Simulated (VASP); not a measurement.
Set up this calculation in VASP 6.6.1, as the native input.

| Quantity | Value |
| --- | --- |
| Task | relaxation of cell and atoms |
| Functional | PBE |
| Potentials or basis | VASP PAW PBE potentials, release 64 (Tm_3, H, Os), 4f in core |
| Cutoff | 600 eV |
| k mesh | 6 × 6 × 5 |
| Occupations | gaussian, width 0.2 eV |
| Spin | no spin polarisation |
| Dipole correction | no |
| Further INCAR settings | ALGO = Normal; EDIFF = 1e-07; IBRION = 2; EDIFFG = -0.08; NSW = 36; ISIF = 3 |

The structure of TmHOs lies in POSCAR:

```
TmHOs
1.0
    1.9478819300     -3.0755109300      0.0000000000
    1.9478819300      3.0755109300      0.0000000000
    0.0000000000      0.0000000000      4.4602236300
Tm H Os
1 1 1
Direct
    0.0000000000      0.0000000000      0.5000000000
    0.5000000000      0.5000000000      0.0000000000
    0.0000000000      0.0000000000      0.0000000000
```

The cell was generated, and may not be a known phase.

One way to write it, as run:

INCAR

```
SYSTEM = TmHOs
PREC     = Accurate       ! precision mode
ENCUT    = 600            ! plane-wave cutoff, eV
EDIFF    = 1E-7           ! SCF threshold, eV
ISMEAR   = 0              ! smearing method
SIGMA    = 0.2            ! smearing width, eV
LREAL    = .False.        ! projectors in reciprocal space
LASPH    = .True.         ! aspherical terms in the spheres
NELM     = 200            ! most SCF steps
ALGO     = Normal         ! electronic algorithm
ISIF     = 3              ! what is computed and relaxed
LWAVE    = .False.        ! write WAVECAR
LCHARG   = .False.        ! write CHGCAR
GGA      = PE             ! functional
IBRION   = 2              ! ionic algorithm
NSW      = 36             ! ionic steps
EDIFFG   = -0.08          ! ionic threshold
GGA_COMPAT= .False.      
NELMIN   = 4            
LMAXMIX  = 6              ! l up to which the mixer works
```

KPOINTS

```
regular mesh
0
Gamma
  6 6 5
  0 0 0
```

Potentials or basis: VASP PAW PBE potentials, release 64 (Tm_3, H, Os), 4f in core.

Command:

```bash
$ cat potpaw_PBE.64/Tm_3/POTCAR potpaw_PBE.64/H/POTCAR potpaw_PBE.64/Os/POTCAR > POTCAR
$ mpirun -np 1 vasp_std > vasp.out
```

Results of the run:

The relaxed volume is 15.60 Å³/atom, the relaxed cell is a = 3.045 Å, b = 3.045 Å, c = 5.372 Å, α = 90.00°, β = 90.00°, γ = 110.03° and the space group after relaxing (to 0.1 Å) is Cmmm (No. 65). The energy gained by relaxing is 889.6 meV/atom. The ionic steps are 11. The pressure after relaxing is 0.0 GPa. The band gap on the k mesh is zero (bands 9 and 10 overlap by 1.56 eV).

Caveat: a cell axis changed by over 15 % at a fixed basis, so the end point is rough; spin-orbit coupling is left out, which moves the levels of the heavy elements; the 4f electrons are frozen in the core, so they carry no moment and show no levels.

It took 2.7 min on 1 thread of Intel(R) Xeon(R) 6975P-C (Granite Rapids) (shared host), peak memory 0.23 GiB.
